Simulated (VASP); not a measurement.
# BP (F-43m) in VASP: settings compared

BP is run at these levels: PBEsol+D4, RPBE+D3(BJ), r2SCAN50, LDA; tasks: relaxation of cell and atoms, single point.

Program: VASP 6.6.1. These are calculated values, not measurements. Logs are shortened: lines on timing, memory, paths and dates and some standing lists are left out, and cuts for length are marked.

## (1) The cell of the first run

It takes space group F-43m (No. 216, cubic). The conventional cell has a = 4.538 Å, b = 4.538 Å, c = 4.538 Å, α = 90.00°, β = 90.00°, γ = 90.00°. P (site symmetry -43m) has 4 B at 1.97 Å within 2.6 Å. B (site symmetry -43m) has 4 P at 1.97 Å within 2.6 Å.

## (2) Relaxation of cell and atoms, PBEsol+D4

Contents of INCAR:

```
SYSTEM = BP
ALGO = Normal
EDIFF = 1E-6
EDIFFG = -0.01
ENCUT = 600
GGA = PS
IBRION = 2
ISIF = 3
ISMEAR = -1
IVDW = 13
LASPH = .True.
LCHARG = .False.
LREAL = .False.
LWAVE = .False.
NELM = 80
NSW = 60
PREC = Accurate
SIGMA = 0.05
```

Contents of KPOINTS:

```
k-points
0
Gamma
  10 10 10
  0 0 0
```

Contents of POSCAR:

```
BP
1.0
    0.0000000000      2.2690000000      2.2690000000
    2.2690000000      0.0000000000      2.2690000000
    2.2690000000      2.2690000000      0.0000000000
P B
1 1
Direct
    0.7500000000      0.7500000000      0.7500000000
    0.0000000000      0.0000000000      0.0000000000
```

Potentials or basis: VASP PAW PBE potentials, release 64 (P, B).

Run with:

```bash
$ cat potpaw_PBE.64/P/POTCAR potpaw_PBE.64/B/POTCAR > POTCAR
$ mpirun -np 1 vasp_std > vasp.out
```

OUTCAR:

```text
SYSTEM = BP
   EDIFF = 1E-6
   EDIFFG = -0.01
   ENCUT = 600
   GGA = PS
   IBRION = 2
   ISIF = 3
   ISMEAR = -1
   IVDW = 13
   LASPH = .True.
   LREAL = .False.
   NELM = 80
   NSW = 60
   PREC = Accurate

 ion  position               nearest neighbor table
   1  0.750  0.750  0.750-   2 1.97   2 1.97   2 1.97   2 1.97
   2  0.000  0.000  0.000-   1 1.97   1 1.97   1 1.97   1 1.97

  LATTYP: Found a face centered cubic cell.
 ALAT       =     4.5380000000

  Lattice vectors:

 A1 = (   0.0000000000,   2.2690000000,   2.2690000000)
 A2 = (   2.2690000000,   0.0000000000,   2.2690000000)
 A3 = (   2.2690000000,   2.2690000000,   0.0000000000)

Analysis of symmetry for initial positions (statically):
=====================================================================
 Subroutine PRICEL returns:
 Original cell was already a primitive cell.

 Routine SETGRP: Setting up the symmetry group for a
 face centered cubic supercell.

 Subroutine GETGRP returns: Found 24 space group operations
 (whereof 24 operations were pure point group operations)
 out of a pool of 48 trial point group operations.

The static configuration has the point symmetry T_d .

Analysis of symmetry for dynamics (positions and initial velocities):
=====================================================================
 Subroutine PRICEL returns:
 Original cell was already a primitive cell.

 Routine SETGRP: Setting up the symmetry group for a
 face centered cubic supercell.

 Subroutine GETGRP returns: Found 24 space group operations
 (whereof 24 operations were pure point group operations)
 out of a pool of 48 trial point group operations.

The dynamic configuration has the point symmetry T_d .

 Subroutine INISYM returns: Found 24 space group operations
 (whereof 24 operations are pure point group operations),
 and found     1 'primitive' translations

----------------------------------------------------------------------------------------

                                     Primitive cell

  volume of cell :      23.3633

  direct lattice vectors                    reciprocal lattice vectors
     0.000000000  2.269000000  2.269000000    -0.220361393  0.220361393  0.220361393
     2.269000000  0.000000000  2.269000000     0.220361393 -0.220361393  0.220361393
     2.269000000  2.269000000  0.000000000     0.220361393  0.220361393 -0.220361393

  length of vectors
     3.208850573  3.208850573  3.208850573     0.381677128  0.381677128  0.381677128

  position of ions in fractional coordinates (direct lattice)
     0.750000000  0.750000000  0.750000000
     0.000000000  0.000000000  0.000000000

  ion indices of the primitive-cell ions
   primitive index   ion index
                 1           1
                 2           2

----------------------------------------------------------------------------------------

 KPOINTS: k-points

Automatic generation of k-mesh.
 Grid dimensions read from file:
 generate k-points for:   10   10   10

 Generating k-lattice:

  Cartesian coordinates                     Fractional coordinates (reciprocal lattice)
    -0.022036139  0.022036139  0.022036139     0.100000000  0.000000000  0.000000000
     0.022036139 -0.022036139  0.022036139     0.000000000  0.100000000  0.000000000
     0.022036139  0.022036139 -0.022036139     0.000000000  0.000000000  0.100000000

  Length of vectors
     0.038167713  0.038167713  0.038167713

  Shift w.r.t. Gamma in fractional coordinates (k-lattice)
     0.000000000  0.000000000  0.000000000

 Subroutine IBZKPT returns following result:
 ===========================================

 Found     47 irreducible k-points:

 Following reciprocal coordinates:
            Coordinates               Weight
  0.000000  0.000000  0.000000      1.000000
  0.100000  0.000000  0.000000      8.000000
  0.200000  0.000000  0.000000      8.000000
  0.300000  0.000000  0.000000      8.000000
  0.400000  0.000000  0.000000      8.000000
  0.500000  0.000000  0.000000      4.000000
[... 16 lines left out ...]
  0.300000  0.300000  0.000000      6.000000
  0.400000  0.300000  0.000000     24.000000
 [... further k-points ...]
   k-points           NKPTS =     47   k-points in BZ     NKDIM =     47   number of bands    NBANDS=      8
   number of dos      NEDOS =    301   number of ions     NIONS =      2
   total plane-waves  NPLWV =  21952
   dimension x,y,z NGX =    28 NGY =   28 NGZ =   28
   dimension x,y,z NGXF=    56 NGYF=   56 NGZF=   56
   ions per type =               1   1
   NGX,Y,Z   is equivalent  to a cutoff of  14.51, 14.51, 14.51 a.u.
   NGXF,Y,Z  is equivalent  to a cutoff of  29.01, 29.01, 29.01 a.u.
 SYSTEM =  BP
   PREC   = accura    normal or accurate (medium, high low for compatibility)
   ISTART =      0    job   : 0-new  1-cont  2-samecut
   ICHARG =      2    charge: 1-file 2-atom 10-const
   ISPIN  =      1    spin polarized calculation?
   LNONCOLLINEAR =      F non collinear calculations
   LSORBIT =      F    spin-orbit coupling
   LASPH  =      T    aspherical Exc in radial PAW
   ENCUT  =  600.0 eV  44.10 Ry    6.64 a.u.   6.41  6.41  6.41*2*pi/ulx,y,z
   NELM   =     80;   NELMIN=  2; NELMDL= -5     # of ELM steps
   EDIFF  = 0.1E-05   stopping-criterion for ELM
   LREAL  =      F    real-space projection
   EDIFFG = -.1E-01   stopping-criterion for IOM
   NSW    =     60    number of steps for IOM
   IBRION =      2    ionic relax: 0-MD 1-quasi-New 2-CG
   NFREE  =      1    steps in history (QN), initial steepest desc. (CG)
   ISIF   =      3    stress and relaxation
   ISYM   =      2    0-nonsym 1-usesym 2-fastsym
   POTIM  = 0.5000    time-step for ionic-motion
   TEBEG  =    0.0;   TEEND  =   0.0 temperature during run
   PSTRESS=    0.0 pullay stress
   NELECT =       8.0000    total number of electrons
   NUPDOWN=      -1.0000    fix difference up-down
   EMIN   =  10.00;   EMAX   =-10.00  energy-range for DOS
[... 5 lines left out ...]
     AMIX     =   0.40;   BMIX     =  1.00
     AMIX_MAG =   1.60;   BMIX_MAG =  1.00
  volume/ion in A,a.u.               =      11.68        78.83
  Fermi-wavevector in a.u.,A,eV,Ry     =   1.145320  2.164342 17.847562  1.311759
  Thomas-Fermi vector in A             =   2.282009
   LORBIT       =      0    0 simple, 1 ext, 2 COOP (PROOUT), +10 PAW based schemes
   GGA     = PS    functional components
   LHFCALC =     F    Hartree Fock is set to
   AEXX    =    0.0000 exact exchange contribution
   IVDW    =    13    specifies the selected vdW correction
   LEPSILON=     F    determine dielectric tensor
   LRPA    =     F    only Hartree local field effects (RPA)
 conjugate gradient relaxation of ions
 non-spin polarized calculation
  energy-cutoff  :      600.00
  volume of cell :       23.36
 maximum number of plane-waves:       794
 NGX is ok and might be reduce to    28
   NGX = 13   NGY = 13   NGZ = 13

--------------------------------------- Ionic step        1  -------------------------------------------

 number of electron       8.0000000 magnetization

 Free energy of the ion-electron system (eV)
  ---------------------------------------------------
  ext. energy  EPLUGINS =         0.00000000
  ---------------------------------------------------
  free energy    TOTEN  =       -13.67383585 eV

  energy without entropy =      -13.67383572  energy(sigma->0) =      -13.67383579

------------------------ aborting loop because EDIFF is reached ----------------------------------------

  DFT-D4 for vdW energy calculation

  Edisp (eV):   -0.39605

  FORCE on cell =-STRESS in cart. coord.  units (eV):
  Direction    XX          YY          ZZ          XY          YZ          ZX
  --------------------------------------------------------------------------------------
  -------------------------------------------------------------------------------------
  Total      -0.66783    -0.66783    -0.66783    -0.00000     0.00000     0.00000
  in kB     -45.79757   -45.79757   -45.79757    -0.00000     0.00000     0.00000
  external pressure =      -45.80 kB  Pullay stress =        0.00 kB

 VOLUME and BASIS-vectors are now :
 -----------------------------------------------------------------------------
  energy-cutoff  :      600.00
  volume of cell :       23.36
      direct lattice vectors                 reciprocal lattice vectors
     0.000000000  2.269000000  2.269000000    -0.220361393  0.220361393  0.220361393
     2.269000000  0.000000000  2.269000000     0.220361393 -0.220361393  0.220361393
     2.269000000  2.269000000  0.000000000     0.220361393  0.220361393 -0.220361393
[... 41 lines left out ...]
 POSITION                                       TOTAL-FORCE (eV/Angst)
 -----------------------------------------------------------------------------------
      3.34867      3.34867      3.34867        -0.000000     -0.000000     -0.000000
      0.00000      0.00000      0.00000         0.000000      0.000000      0.000000
 -----------------------------------------------------------------------------------
    total drift:                                0.000000      0.000000      0.000000

  FREE ENERGIE OF THE ION-ELECTRON SYSTEM (eV)
  ---------------------------------------------------
  free  energy   TOTEN  =       -14.0738082866 eV

  energy  without entropy=      -14.0738080326  energy(sigma->0) =      -14.07380816

--------------------------------------- Ionic step        3  -------------------------------------------

 number of electron       8.0000001 magnetization

 Free energy of the ion-electron system (eV)
  ---------------------------------------------------
  ext. energy  EPLUGINS =         0.00000000
  ---------------------------------------------------
  free energy    TOTEN  =       -13.67196344 eV

  energy without entropy =      -13.67196325  energy(sigma->0) =      -13.67196334

 E-fermi :   8.2646     XC(G=0): -11.1631

 val. band max:        7.7364633359   @ k =   0.0000   0.0000   0.0000
 cond. band min:       8.8312259923   @ k =   0.4000   0.4000   0.0000
 fundamental gap:      1.0947626563
 Fermi energy:         8.2645561021

 k-point     1 :       0.0000    0.0000    0.0000
  band No.  band energies     occupation
      1      -8.0113      2.00000
      2       7.7365      1.99995
      3       7.7365      1.99995
      4       7.7365      1.99995
      5      11.1358      0.00000
      6      11.1358      0.00000
      7      11.1358      0.00000
      8      15.5035      0.00000

 k-point     2 :       0.1000    0.0000    0.0000
  band No.  band energies     occupation
      1      -7.8264      2.00000
      2       6.4019      2.00000
      3       7.4306      2.00000
      4       7.4306      2.00000
      5      11.5579      0.00000
      6      11.5579      0.00000
      7      11.5991      0.00000
      8      15.9917      0.00000
[... 221 lines left out ...]
 k-point    23 :       0.3000    0.3000    0.0000
  band No.  band energies     occupation
      1      -5.8387      2.00000
      2       2.8781      2.00000
      3       4.4070      2.00000
      4       4.4070      2.00000
      5       9.1436      0.00000
      6      11.4985      0.00000
      7      16.7509      0.00000
      8      16.7509      0.00000

 k-point    24 :       0.4000    0.3000    0.0000
  band No.  band energies     occupation
      1      -4.9871      2.00000
      2       1.5118      2.00000
      3       3.5431      2.00000
      4       4.1054      2.00000
      5       9.4276      0.00000
      6      11.2251      0.00000
      7      17.3696      0.00000
      8      17.3912      0.00000

 [... further k-points ...]

------------------------ aborting loop because EDIFF is reached ----------------------------------------

  DFT-D4 for vdW energy calculation

  Edisp (eV):   -0.40730

  FORCE on cell =-STRESS in cart. coord.  units (eV):
  Direction    XX          YY          ZZ          XY          YZ          ZX
  --------------------------------------------------------------------------------------
  -------------------------------------------------------------------------------------
  Total       0.00027     0.00027     0.00027    -0.00000     0.00000     0.00000
  in kB       0.01878     0.01878     0.01878    -0.00000     0.00000     0.00000
  external pressure =        0.02 kB  Pullay stress =        0.00 kB

 VOLUME and BASIS-vectors are now :
 -----------------------------------------------------------------------------
  energy-cutoff  :      600.00
  volume of cell :       22.72
      direct lattice vectors                 reciprocal lattice vectors
    -0.000000000  2.248087342  2.248087342    -0.222411287  0.222411287  0.222411287
     2.248087342 -0.000000000  2.248087342     0.222411287 -0.222411287  0.222411287
     2.248087342  2.248087342  0.000000000     0.222411287  0.222411287 -0.222411287

 POSITION                                       TOTAL-FORCE (eV/Angst)
 -----------------------------------------------------------------------------------
      3.37213      3.37213      3.37213         0.000000      0.000000      0.000000
      0.00000      0.00000      0.00000        -0.000000     -0.000000     -0.000000
 -----------------------------------------------------------------------------------
    total drift:                                0.000000      0.000000      0.000000

  FREE ENERGIE OF THE ION-ELECTRON SYSTEM (eV)
  ---------------------------------------------------
  free  energy   TOTEN  =       -14.0792626441 eV

  energy  without entropy=      -14.0792624501  energy(sigma->0) =      -14.07926255

 reached required accuracy - stopping structural energy minimisation
```

It took 26 s on 1 thread of Intel Xeon 6975P-C (Granite Rapids), shared host; peak memory 0.15 GiB.

Results:

```
Free energy                            : -14.0793 eV
Relaxed volume                         : 11.36 Å³/atom
Relaxed cell                           : a = 3.179 Å, b = 3.179 Å, c = 3.179 Å, α = 60.00°, β = 60.00°, γ = 60.00°
Space group after relaxing (to 0.05 Å) : F-43m (No. 216)
Energy gained by relaxing              : 4.7 meV/atom
Ionic steps                            : 3
Pressure after relaxing                : 0.0 GPa
Band gap on the k mesh                 : 1.09 eV, indirect (least direct gap 3.40 eV)
Dispersion energy per atom             : -0.204 eV
```

The path:
```csv
step,energy change (eV),largest force (eV/Å),pressure (GPa),volume (Å³)
1,0.0000,0.0000,-4.58,23.36
2,-0.0039,0.0000,3.79,22.25
3,-0.0094,0.0000,0.00,22.72
```

Final structure:
```yaml
crystal:
  lattice:
    - [0.00000, 2.24809, 2.24809]
    - [2.24809, 0.00000, 2.24809]
    - [2.24809, 2.24809, 0.00000]
  atoms:
    - { symbol: P, position: [0.75000, 0.75000, 0.75000] }
    - { symbol: B, position: [0.00000, 0.00000, 0.00000] }
```

Levels at points of the mesh, in eV from the valence-band top:
```tsv
k point	band 1	band 2	band 3	band 4	band 5	band 6	band 7	band 8
(0.00, 0.00, 0.00)	-15.75	0.00	0.00	0.00	3.40	3.40	3.40	7.77
(0.50, 0.00, 0.00)	-12.29	-9.30	-1.80	-1.80	3.90	4.67	4.67	10.02
(0.50, 0.50, 0.00)	-10.72	-8.74	-4.25	-4.25	1.17	1.49	12.36	12.36
```

Caveat: the PAW data sets were made with another functional, which shifts forces and pressure a little.

## (3) Relaxation of cell and atoms, RPBE+D3(BJ)

Contents of INCAR:

```
PREC = Accurate
ENCUT = 600
EDIFF = 1E-6
ISMEAR = -1
SIGMA = 0.05
LREAL = False
LASPH = True
NELM = 100
ALGO = Normal
ISIF = 3
LWAVE = False
LCHARG = False
GGA = RP
IVDW = 12
IBRION = 2
NSW = 60
EDIFFG = -0.01
```

Contents of KPOINTS:

```
Automatic mesh
0
Gamma
  10 10 10
```

POSCAR is that of step 2.

Potentials or basis: VASP PAW PBE potentials, release 64 (P, B).

Run with:

```bash
$ cat potpaw_PBE.64/P/POTCAR potpaw_PBE.64/B/POTCAR > POTCAR
$ mpirun -np 1 vasp_std > vasp.out
```

It took 27 s on 1 thread of Intel Xeon 6975P-C (Granite Rapids), shared host; peak memory 0.16 GiB.

Results (log left out):

| Item | Value |
| --- | --- |
| Free energy | -14.5737 eV |
| Relaxed volume | 10.57 Å³/atom |
| Relaxed cell | a = 3.104 Å, b = 3.104 Å, c = 3.104 Å, α = 60.00°, β = 60.00°, γ = 60.00° |
| Space group after relaxing (to 0.05 Å) | F-43m (No. 216) |
| Energy gained by relaxing | 58.9 meV/atom |
| Ionic steps | 3 |
| Pressure after relaxing | -0.1 GPa |
| Band gap on the k mesh | 1.10 eV, indirect (least direct gap 3.56 eV) |
| Dispersion energy per atom | -1.241 eV |

The path:
| step | energy change (eV) | largest force (eV/Å) | pressure (GPa) | volume (Å³) |
| --- | --- | --- | --- | --- |
| 1 | 0.0000 | 0.0000 | -15.55 | 23.36 |
| 2 | -0.0578 | 0.0000 | 14.58 | 19.74 |
| 3 | -0.1177 | 0.0000 | -0.10 | 21.14 |

Final structure:
```
P B
1.0
     0.00000    2.19462    2.19462
     2.19462    0.00000    2.19462
     2.19462    2.19462    0.00000
P B
1 1
Direct
  0.75000 0.75000 0.75000
  0.00000 0.00000 0.00000
```

Levels at points of the mesh, in eV from the valence-band top:
| k point | band 1 | band 2 | band 3 | band 4 | band 5 | band 6 | band 7 | band 8 |
| --- | --- | --- | --- | --- | --- | --- | --- | --- |
| (0.00, 0.00, 0.00) | -16.40 | 0.00 | 0.00 | 0.00 | 3.56 | 3.56 | 3.56 | 8.98 |
| (0.50, 0.00, 0.00) | -12.68 | -9.79 | -1.88 | -1.88 | 4.40 | 4.76 | 4.76 | 10.55 |
| (0.50, 0.50, 0.00) | -10.99 | -9.15 | -4.48 | -4.48 | 1.11 | 1.60 | 13.11 | 13.11 |

Caveat: the PAW data sets were made with another functional, which shifts forces and pressure a little. As with any semilocal functional, this RPBE gap is likely too small.

[end of part 1 of 3]
